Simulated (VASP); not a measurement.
# Hf in VASP: notebook

The runs below take Hf through single point, relaxation of the atoms, with PBEsol.

Everything below comes from runs of VASP 6.6.1. Logs are shortened: lines on timing, memory, paths and dates and some standing lists are left out, and cuts for length are marked.

## (1) The cell of the first run

The cell holds a slab with vacuum, 2 atoms: a = 3.158 Å, b = 3.158 Å, c = 18.501 Å, α = 90.00°, β = 90.00°, γ = 120.00°.

## (2) Single point, PBEsol

The input, INCAR:

```
SYSTEM = Hf
PREC = Accurate
ENCUT = 520
EDIFF = 1E-6
ISMEAR = -1
SIGMA = 0.08
LREAL = .FALSE.
LASPH = .TRUE.
NELM = 60
ALGO = Normal
ISIF = 2
LWAVE = .FALSE.
LCHARG = .FALSE.
LDIPOL = .TRUE.
IDIPOL = 3
DIPOL = 0.5 0.5 0.500
GGA = PS
EFIELD = -0.5
NBANDS = 17
```

The input, KPOINTS:

```
regular mesh
0
G
  12 12 1
  0 0 0
```

The input, POSCAR:

```
Hf
1.0
    3.1584504466      0.0000000000      0.0000000000
   -1.5792252233      2.7352983234      0.0000000000
    0.0000000000      0.0000000000     18.5009000000
Hf
2
Direct
    0.8333333333      0.1666666667      0.4392023470
    0.1666666667      0.8333333333      0.5607976530
```

Potentials or basis: VASP PAW PBE potentials, release 64 (Hf_pv).

On the command line:

```
> cat potpaw_PBE.64/Hf_pv/POTCAR > POTCAR
> mpirun -np 1 vasp_std > vasp.out
```

OUTCAR:

```text
SYSTEM = Hf
   PREC = Accurate
   ENCUT = 520
   EDIFF = 1E-6
   ISMEAR = -1
   LREAL = .FALSE.
   LASPH = .TRUE.
   NELM = 60
   ISIF = 2
   GGA = PS

 ion  position               nearest neighbor table
   1  0.833  0.167  0.439-   2 2.90   2 2.90   2 2.90
   2  0.167  0.833  0.561-   1 2.90   1 2.90   1 2.90

  LATTYP: Found a hexagonal cell.
 ALAT       =     3.1584504466
 C/A-ratio  =     5.8575875458

  Lattice vectors:

 A1 = (   3.1584504466,   0.0000000000,   0.0000000000)
 A2 = (  -1.5792252233,   2.7352983234,   0.0000000000)
 A3 = (   0.0000000000,   0.0000000000,  18.5009000000)

Analysis of symmetry for initial positions (statically):
=====================================================================
 Subroutine PRICEL returns:
 Original cell was already a primitive cell.

 Routine SETGRP: Setting up the symmetry group for a
 hexagonal supercell.

 Subroutine GETGRP returns: Found 12 space group operations
 (whereof  4 operations were pure point group operations)
 out of a pool of 24 trial point group operations.

The static configuration has the point symmetry C_2h.
 The point group associated with its full space group is D_3d.

Analysis of symmetry for dynamics (positions and initial velocities):
=====================================================================
 An external electric field (EFIELD) may reduce the allowed symmetry operations
 Subroutine PRICEL returns:
 Original cell was already a primitive cell.

 Routine SETGRP: Setting up the symmetry group for a
 hexagonal supercell.

 Subroutine GETGRP returns: Found  6 space group operations
 (whereof  2 operations were pure point group operations)
 out of a pool of 24 trial point group operations.

The dynamic configuration has the point symmetry C_1h.
 The point group associated with its full space group is C_3v.

 Subroutine INISYM returns: Found  6 space group operations
 (whereof  2 operations are pure point group operations),
 and found     1 'primitive' translations

----------------------------------------------------------------------------------------

                                     Primitive cell

  volume of cell :     159.8349

  direct lattice vectors                    reciprocal lattice vectors
     3.158450447  0.000000000  0.000000000     0.316610951  0.182795418  0.000000000
    -1.579225223  2.735298323  0.000000000     0.000000000  0.365590836  0.000000000
     0.000000000  0.000000000 18.500900000     0.000000000  0.000000000  0.054051425

  length of vectors
     3.158450447  3.158450447 18.500900000     0.365590836  0.365590836  0.054051425

  position of ions in fractional coordinates (direct lattice)
     0.833333333  0.166666667  0.439202347
     0.166666667  0.833333333  0.560797653

  ion indices of the primitive-cell ions
   primitive index   ion index
                 1           1
                 2           2

----------------------------------------------------------------------------------------

 KPOINTS: regular mesh

Automatic generation of k-mesh.
 Grid dimensions read from file:
 generate k-points for:   12   12    1

 Generating k-lattice:

  Cartesian coordinates                     Fractional coordinates (reciprocal lattice)
     0.026384246  0.015232951  0.000000000     0.083333333  0.000000000  0.000000000
     0.000000000  0.030465903  0.000000000     0.000000000  0.083333333  0.000000000
     0.000000000  0.000000000  0.054051425     0.000000000  0.000000000  1.000000000

  Length of vectors
     0.030465903  0.030465903  0.054051425

  Shift w.r.t. Gamma in fractional coordinates (k-lattice)
     0.000000000  0.000000000  0.000000000

 Subroutine IBZKPT returns following result:
 ===========================================

 Found     19 irreducible k-points:

 Following reciprocal coordinates:
            Coordinates               Weight
  0.000000  0.000000  0.000000      1.000000
  0.083333  0.000000  0.000000      6.000000
  0.166667  0.000000  0.000000      6.000000
  0.250000  0.000000  0.000000      6.000000
  0.333333  0.000000  0.000000      6.000000
  0.416667  0.000000  0.000000      6.000000
[... 11 lines left out ...]
  0.333333  0.250000  0.000000     12.000000
  0.333333  0.333333  0.000000      2.000000
   k-points           NKPTS =     19   k-points in BZ     NKDIM =     19   number of bands    NBANDS=     17
   number of dos      NEDOS =    301   number of ions     NIONS =      2
   total plane-waves  NPLWV =  80640
   dimension x,y,z NGX =    24 NGY =   24 NGZ =  140
   dimension x,y,z NGXF=    48 NGYF=   48 NGZF=  280
   ions per type =               2
   NGX,Y,Z   is equivalent  to a cutoff of  12.63, 12.63, 12.58 a.u.
   NGXF,Y,Z  is equivalent  to a cutoff of  25.26, 25.26, 25.16 a.u.
 SYSTEM =  Hf
   PREC   = accura    normal or accurate (medium, high low for compatibility)
   ISTART =      0    job   : 0-new  1-cont  2-samecut
   ICHARG =      2    charge: 1-file 2-atom 10-const
   ISPIN  =      1    spin polarized calculation?
   LNONCOLLINEAR =      F non collinear calculations
   LSORBIT =      F    spin-orbit coupling
   LASPH  =      T    aspherical Exc in radial PAW
   ENCUT  =  520.0 eV  38.22 Ry    6.18 a.u.   5.87  5.87 34.40*2*pi/ulx,y,z
   NELM   =     60;   NELMIN=  2; NELMDL= -5     # of ELM steps
   EDIFF  = 0.1E-05   stopping-criterion for ELM
   LREAL  =      F    real-space projection
   EDIFFG = 0.1E-04   stopping-criterion for IOM
   NSW    =      0    number of steps for IOM
   IBRION =     -1    ionic relax: 0-MD 1-quasi-New 2-CG
   NFREE  =      0    steps in history (QN), initial steepest desc. (CG)
   ISIF   =      2    stress and relaxation
   ISYM   =      2    0-nonsym 1-usesym 2-fastsym
   POTIM  = 0.5000    time-step for ionic-motion
   TEBEG  =    0.0;   TEEND  =   0.0 temperature during run
   PSTRESS=    0.0 pullay stress
   NELECT =      20.0000    total number of electrons
   NUPDOWN=      -1.0000    fix difference up-down
   EMIN   =  10.00;   EMAX   =-10.00  energy-range for DOS
   EFERMI =   0.00;   METHOD = LEGACY
   ISMEAR =    -1;   SIGMA  =   0.08  broadening in eV -4-tet -1-fermi 0-gaus
   EFERMI_NEDOS =   21; number of points for ismear=-14 and -15
   IALGO  =     38    algorithm
   IMIX   =      4    mixing-type and parameters
     AMIX     =   0.40;   BMIX     =  1.00
     AMIX_MAG =   1.60;   BMIX_MAG =  1.00
  volume/ion in A,a.u.               =      79.92       539.31
  Fermi-wavevector in a.u.,A,eV,Ry     =   0.818831  1.547366  9.122492  0.670484
  Thomas-Fermi vector in A             =   1.929528
   LORBIT       =      0    0 simple, 1 ext, 2 COOP (PROOUT), +10 PAW based schemes
   GGA     = PS    functional components
   LHFCALC =     F    Hartree Fock is set to
   AEXX    =    0.0000 exact exchange contribution
   IVDW    =     0    specifies the selected vdW correction
   LEPSILON=     F    determine dielectric tensor
   LRPA    =     F    only Hartree local field effects (RPA)
 non-spin polarized calculation
  energy-cutoff  :      520.00
  volume of cell :      159.83
 maximum number of plane-waves:      4330
 NGX is ok and might be reduce to    24
   NGX = 11   NGY = 11   NGZ = 69

 dipolmoment           0.000000      0.000000      0.197028 electrons x Angstroem

 number of electron      19.9999998 magnetization

 dipolmoment           0.000000      0.000000     -0.162080 electrons x Angstroem

 Free energy of the ion-electron system (eV)
  ---------------------------------------------------
  ext. energy  EPLUGINS =         0.00000000
  ---------------------------------------------------
  free energy    TOTEN  =       -19.13892958 eV

  energy without entropy =      -19.08082406  energy(sigma->0) =      -19.10987682

 E-fermi :  -1.6217     XC(G=0):  -4.1491

 val. band max:       -1.6843968929   @ k =   0.1667   0.1667   0.0000
 cond. band min:      -1.5792284555   @ k =   0.2500   0.0833   0.0000
 fundamental gap:      0.1051684374
 Fermi energy:        -1.6217285366

 k-point     1 :       0.0000    0.0000    0.0000
  band No.  band energies     occupation
      1     -32.7376      2.00000
      2     -31.9667      2.00000
      3     -31.9667      2.00000
      4     -31.9503      2.00000
      5     -31.8078      2.00000
      6     -31.8078      2.00000
[... 9 lines left out ...]
     16       1.0917      0.00000
     17       2.2141      0.00000

 k-point     2 :       0.0833    0.0000    0.0000
  band No.  band energies     occupation
      1     -32.7257      2.00000
      2     -32.0571      2.00000
      3     -31.9811      2.00000
      4     -31.9094      2.00000
      5     -31.8471      2.00000
      6     -31.8138      2.00000
[... 9 lines left out ...]
     16       1.2185      0.00000
     17       1.9970      0.00000

 k-point     3 :       0.1667    0.0000    0.0000
  band No.  band energies     occupation
      1     -32.6950      2.00000
      2     -32.2020      2.00000
      3     -32.0192      2.00000
      4     -31.9566      2.00000
      5     -31.8925      2.00000
      6     -31.8312      2.00000
[... 9 lines left out ...]
     16       1.4705      0.00000
     17       1.7874      0.00000

 k-point     4 :       0.2500    0.0000    0.0000
  band No.  band energies     occupation
      1     -32.6625      2.00000
      2     -32.3723      2.00000
      3     -32.0765      2.00000
      4     -32.0692      2.00000
      5     -31.9095      2.00000
      6     -31.8565      2.00000
[... 9 lines left out ...]
     16       1.4239      0.00000
     17       2.4265      0.00000
[... 243 lines left out ...]
      1     -32.6362      2.00000
      2     -32.5452      2.00000
      3     -32.3682      2.00000
      4     -32.0821      2.00000
      5     -32.0544      2.00000
      6     -31.9504      2.00000
[... 9 lines left out ...]
     16       2.7288      0.00000
     17       4.6082      0.00000

 k-point    18 :       0.3333    0.2500    0.0000
  band No.  band energies     occupation
      1     -32.6147      2.00000
      2     -32.5745      2.00000
      3     -32.4131      2.00000
      4     -32.1439      2.00000
      5     -32.0325      2.00000
      6     -31.9835      2.00000
[... 9 lines left out ...]
     16       2.7771      0.00000
     17       4.7916      0.00000

 k-point    19 :       0.3333    0.3333    0.0000
  band No.  band energies     occupation
      1     -32.5638      2.00000
      2     -32.5598      2.00000
      3     -32.4897      2.00000
      4     -32.1705      2.00000
      5     -32.0153      2.00000
      6     -32.0110      2.00000
[... 9 lines left out ...]
     16       2.6647      0.00000
     17       4.3602      0.00000

------------------------ aborting loop because EDIFF is reached ----------------------------------------

 vacuum level on the upper side and lower side of the slab       (xc-potential included)         2.809        -3.029

  FORCE on cell =-STRESS in cart. coord.  units (eV):
  Direction    XX          YY          ZZ          XY          YZ          ZX
  --------------------------------------------------------------------------------------
  -------------------------------------------------------------------------------------
  Total       -1.0302622     -1.0302622     -0.1729589      0.0000000      0.0000000      0.0000000
  in kB      -10.3272984    -10.3272984     -1.7337320      0.0000000      0.0000000      0.0000000
  external PRESSURE =      -7.4627763 kB  Pullay stress =       0.0000000 kB

 VOLUME and BASIS-vectors are now :
 -----------------------------------------------------------------------------
  energy-cutoff  :      520.00
  volume of cell :      159.83
      direct lattice vectors                 reciprocal lattice vectors
     3.158450447  0.000000000  0.000000000     0.316610951  0.182795418  0.000000000
    -1.579225223  2.735298323  0.000000000     0.000000000  0.365590836  0.000000000
     0.000000000  0.000000000 18.500900000     0.000000000  0.000000000  0.054051425

 POSITION                                       TOTAL-FORCE (eV/Angst)
 -----------------------------------------------------------------------------------
      2.36884      0.45588      8.12564         0.000000      0.000000      0.044156
     -0.78961      2.27942     10.37526        -0.000000      0.000000     -0.044156
 -----------------------------------------------------------------------------------
    total drift:                                0.000000     -0.000000     -0.000187

  FREE ENERGIE OF THE ION-ELECTRON SYSTEM (eV)
  ---------------------------------------------------
  free  energy   TOTEN  =       -19.1389295813 eV

  energy  without entropy=      -19.0808240617  energy(sigma->0) =      -19.10987682

 vacuum level on the upper side and lower side of the slab         5.462        -0.258
```

Run time: 2.5 min. Hardware: 1 thread of Intel Xeon 8259CL, shared host; peak memory 0.26 GiB.

Results:

```yaml
Free_energy: -19.1389 eV
Largest_force: 0.044 eV/Å
Band_gap_on_the_k_mesh: zero (bands 10 and 11 overlap by 0.66 eV)
```

Forces on the atoms (eV/Å):
```
Hf   0.000  0.000  0.044
Hf   0.000  0.000 -0.044
```

Caveat: the PAW data sets were made with another functional, which shifts forces and pressure a little; spin-orbit coupling is left out, which moves the levels of the heavy elements.

## (3) Relaxation of the atoms, PBEsol

The input, INCAR:

```
PREC = Accurate
ENCUT = 520
EDIFF = 1E-6
ISMEAR = -1
SIGMA = 0.08
LREAL = False
LASPH = True
NELM = 100
ALGO = Normal
ISIF = 2
LWAVE = False
LCHARG = False
LDIPOL = True
IDIPOL = 3
DIPOL = 0.5 0.5 0.500
GGA = PS
IBRION = 2
NSW = 60
EDIFFG = -0.01
```

The input, KPOINTS:

```
Automatic mesh
0
Gamma
  12 12 1
```

The input, POSCAR:

```
Hf
1.0
    3.1584504466      0.0000000000      0.0000000000
   -1.5792252233      2.7352983234      0.0000000000
    0.0000000000      0.0000000000     18.5009000000
Hf
2
Direct
    0.8333333330      0.1666666670      0.4324113852
    0.1666666670      0.8333333330      0.5675886148
```

Potentials or basis: VASP PAW PBE potentials, release 64 (Hf_pv).

On the command line:

```
> cat potpaw_PBE.64/Hf_pv/POTCAR > POTCAR
> mpirun -np 1 vasp_std > vasp.out
```

Run time: 5.6 min. Hardware: 1 thread of Intel Xeon 8259CL, shared host; peak memory 0.28 GiB.

It converged, with:

| Property | Result |
| --- | --- |
| Free energy | -19.0987 eV |
| Energy gained by relaxing | 95.8 meV/atom |
| Ionic steps | 16 |
| Largest force after relaxing | 0.009 eV/Å |
| Band gap on the k mesh | zero (bands 10 and 11 overlap by 0.65 eV) |

Forces on the atoms (eV/Å):
```
Hf   0.000  0.000  0.009
Hf   0.000  0.000 -0.009
```

Step by step:
| step | energy change (eV) | largest force (eV/Å) | pressure (GPa) |
| --- | --- | --- | --- |
| 1 | 0.0000 | 1.2402 | -2.71 |
| 2 | -0.1276 | 0.8471 | -1.89 |
| 3 | -0.1915 | 0.0471 | -0.61 |
| 4 | -0.1917 | 0.0111 | -0.70 |
| 5 | -0.1917 | 0.0112 | -0.69 |
| 6 | -0.1917 | 0.0111 | -0.69 |
| 7 | -0.1917 | 0.0111 | -0.69 |
| 8 | -0.1917 | 0.0111 | -0.69 |
| 9 | -0.1917 | 0.0111 | -0.69 |
| 10 | -0.1917 | 0.0111 | -0.69 |
| 11 | -0.1917 | 0.0110 | -0.69 |
| 12 | -0.1917 | 0.0108 | -0.69 |
| 13 | -0.1917 | 0.0105 | -0.69 |
| 14 | -0.1917 | 0.0105 | -0.69 |
| 15 | -0.1917 | 0.0100 | -0.69 |
| 16 | -0.1917 | 0.0090 | -0.69 |

Final structure:
```cif
data_structure
_symmetry_space_group_name_H-M 'P 1'
_symmetry_Int_Tables_number 1
_cell_length_a 3.1585
_cell_length_b 3.1585
_cell_length_c 18.5009
_cell_angle_alpha 90.000
_cell_angle_beta 90.000
_cell_angle_gamma 120.000
_cell_volume 159.83
loop_
_atom_site_label
_atom_site_type_symbol
_atom_site_fract_x
_atom_site_fract_y
_atom_site_fract_z
_atom_site_occupancy
Hf1 Hf 0.83333 0.16667 0.43936 1
Hf2 Hf 0.16667 0.83333 0.56064 1
```

Levels at points of the mesh, in eV from the Fermi level:
```csv
k point,band 7,band 8,band 9,band 10,band 11,band 12,band 13,band 14
"(0.00, 0.00, 0.00)",-6.48,-4.35,-0.48,0.30,0.93,0.93,1.22,1.85
"(0.50, 0.00, 0.00)",-3.13,-3.04,-1.77,0.26,0.92,1.35,1.61,3.14
```

Caveat: the PAW data sets were made with another functional, which shifts forces and pressure a little; spin-orbit coupling is left out, which moves the levels of the heavy elements.

## (4) Relaxation of the atoms, PBEsol

The input, INCAR:

```
SYSTEM = Hf
ALGO     = Normal         ! electronic algorithm
DIPOL    = 0.5 0.5 0.500
EDIFF    = 1E-6           ! SCF threshold, eV
EDIFFG   = -0.01          ! ionic threshold
ENCUT    = 520            ! plane-wave cutoff, eV
GGA      = PS             ! functional
IBRION   = 2              ! ionic algorithm
IDIPOL   = 3            
ISIF     = 2              ! what is computed and relaxed
ISMEAR   = -1             ! smearing method
LASPH    = .TRUE.         ! aspherical terms in the spheres
LCHARG   = .FALSE.        ! write CHGCAR
LDIPOL   = .TRUE.       
LREAL    = .FALSE.        ! projectors in reciprocal space
LWAVE    = .FALSE.        ! write WAVECAR
NELM     = 100            ! most SCF steps
NSW      = 32             ! ionic steps
PREC     = Accurate       ! precision mode
SIGMA    = 0.08           ! smearing width, eV
```

The input, KPOINTS:

```
k-points
0
G
  12 12 1
  0 0 0
```

The input, POSCAR:

```
Hf
1.0
    3.1584504466      0.0000000000      0.0000000000
   -1.5792252233      2.7352983234      0.0000000000
    0.0000000000      0.0000000000     18.5009000000
Hf
2
Direct
    0.8333333333      0.1666666667      0.4392023470
    0.1666666667      0.8333333333      0.5607976530
```

On the command line:

```
> cat potpaw_PBE.64/Hf_pv/POTCAR > POTCAR
> mpirun -np 1 vasp_std > vasp.out
```

It took 78 s on 1 thread of Oxide Virtual Turin-like, shared host; peak memory 0.25 GiB.

Results (log left out):

```
Free energy               : -19.0987 eV
Energy gained by relaxing : 0.1 meV/atom
Ionic steps               : 3
Band gap on the k mesh    : zero (bands 10 and 11 overlap by 0.65 eV)
```

Step by step:
| step | energy change (eV) | largest force (eV/Å) | pressure (GPa) |
| --- | --- | --- | --- |
| 1 | 0.0000 | 0.0544 | -0.75 |
| 2 | -0.0002 | 0.0150 | -0.69 |
| 3 | -0.0002 | 0.0015 | -0.68 |

Final structure:
```xyz
2
Lattice="3.1585 0.0000 0.0000 -1.5792 2.7353 0.0000 0.0000 0.0000 18.5009" Properties=species:S:1:pos:R:3 pbc="T T T"
Hf    2.3688    0.4559    8.1293
Hf   -0.7896    2.2794   10.3716
```

Levels at points of the mesh, in eV from the Fermi level:
```csv
k point,band 6,band 7,band 8,band 9,band 10,band 11,band 12,band 13,band 14
"(0.00, 0.00, 0.00)",-30.18,-6.48,-4.35,-0.48,0.30,0.93,0.93,1.22,1.22
"(0.50, 0.00, 0.00)",-30.28,-3.13,-3.04,-1.77,0.26,0.92,1.34,1.61,3.14
```

Caveat: the PAW data sets were made with another functional, which shifts forces and pressure a little; spin-orbit coupling is left out, which moves the levels of the heavy elements.

## (5) Overview

| task | cell | electric field (eV/Å) | gap on the mesh (eV) | largest force (eV/Å) |
| --- | --- | --- | --- | --- |
| single point | as given, atomic positions A | -0.5 eV/Å | none | 0.04 |
| relaxation of the atoms | atoms relaxed, atomic positions B | - | none | 0.01 |
| relaxation of the atoms | atoms relaxed, atomic positions A | - | none | - |

Alike in all rows: level PBEsol; potentials or basis VASP PAW PBE potentials, release 64 (Hf_pv); no spin polarisation; k mesh 12 × 12 × 1; cutoff (eV) 520; smearing fermi-dirac 0.08 eV.

Caveats: the PAW data sets were made with another functional, which shifts forces and pressure a little; spin-orbit coupling is left out, which moves the levels of the heavy elements.

Absolute energies hang on the potentials; compare differences alone.

The gap in the log of VASP goes by the Fermi energy; the results here count the filled bands.